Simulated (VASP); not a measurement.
## SiC (lda): relaxation of cell and atoms with LDA

SiC (lda):

```
CELL_PARAMETERS angstrom
0.00000 1.94306 1.94306
1.94306 0.00000 1.94306
1.94306 1.94306 0.00000
ATOMIC_POSITIONS crystal
C 0.00000 0.00000 0.00000
Si 0.50000 0.50000 0.50000
```

```
Program                : VASP 6.6.1
Task                   : relaxation of cell and atoms
Functional             : LDA
Potentials or basis    : VASP PAW LDA potentials, release 64 (C, Si)
Cutoff                 : 600 eV
k mesh                 : 16 × 16 × 16
Occupations            : gaussian, width 0.1 eV
Spin                   : no spin polarisation
Target pressure        : 1e-06 GPa
Dipole correction      : no
Further INCAR settings : ALGO = Normal; EDIFF = 1e-07; IBRION = 2; EDIFFG = -0.004; NSW = 70; ISIF = 3
```

```
Relaxed volume                                         : 8.05 Å³/atom
Relaxed cell                                           : a = 2.834 Å, b = 2.834 Å, c = 2.834 Å, α = 60.00°, β = 60.00°, γ = 60.00°
Space group after relaxing (to 0.05 Å)                 : Fm-3m (No. 225)
Energy change on relaxing (the enthalpy is what falls) : -63.1 meV/atom
Ionic steps                                            : 17
Pressure after relaxing                                : 0.0 GPa
Band gap on the k mesh                                 : zero (band 4 reaches 12.91 eV, above the bottom of band 5 at 12.12 eV)
```

The path:
```
step  energy change (eV)  largest force (eV/Å)  pressure (GPa)  volume (Å³)
   1              0.0000                0.0000           30.64        14.67
   2              0.0033                0.0000          -21.87        17.86
   3             -0.1261                0.0000           -0.66        16.14
   4             -0.1262                0.0000           -0.10        16.11
   5             -0.1262                0.0000            0.37        16.08
   6             -0.1262                0.0000            0.37        16.08
   7             -0.1262                0.0000            0.34        16.08
   8             -0.1262                0.0000            0.34        16.08
   9             -0.1262                0.0000            0.34        16.08
  10             -0.1262                0.0000            0.34        16.08
  11             -0.1262                0.0000            0.34        16.08
  12             -0.1262                0.0000            0.33        16.08
  13             -0.1262                0.0000            0.32        16.08
  14             -0.1262                0.0000            0.30        16.08
  15             -0.1262                0.0000            0.26        16.08
  16             -0.1262                0.0000            0.19        16.09
  17             -0.1262                0.0000            0.03        16.10
```

Final structure:
```
C Si
1.0
     0.00000    2.00412    2.00412
     2.00412    0.00000    2.00412
     2.00412    2.00412    0.00000
C Si
1 1
Direct
  0.00000 0.00000 0.00000
  0.50000 0.50000 0.50000
```

Levels at points of the mesh, in eV from the Fermi level:
```tsv
k point	band 1	band 2	band 3	band 4	band 5	band 6	band 7	band 8
(0.00, 0.00, 0.00)	-18.69	0.01	0.01	0.01	8.14	8.95	8.95	8.95
(0.50, 0.00, 0.00)	-13.35	-11.75	-1.10	-1.10	5.33	5.33	6.20	9.81
(0.50, 0.50, 0.00)	-11.48	-10.04	-4.40	-4.40	-0.73	2.40	15.08	15.08
```

Wall time 75 s on 1 thread of Intel(R) Xeon(R) Platinum 8375C CPU @ 2.90GHz (Ice Lake), on a shared host, peak memory 0.14 GiB.

Caveat: the cell is relaxed towards a set pressure, so the enthalpy falls and the energy may rise.
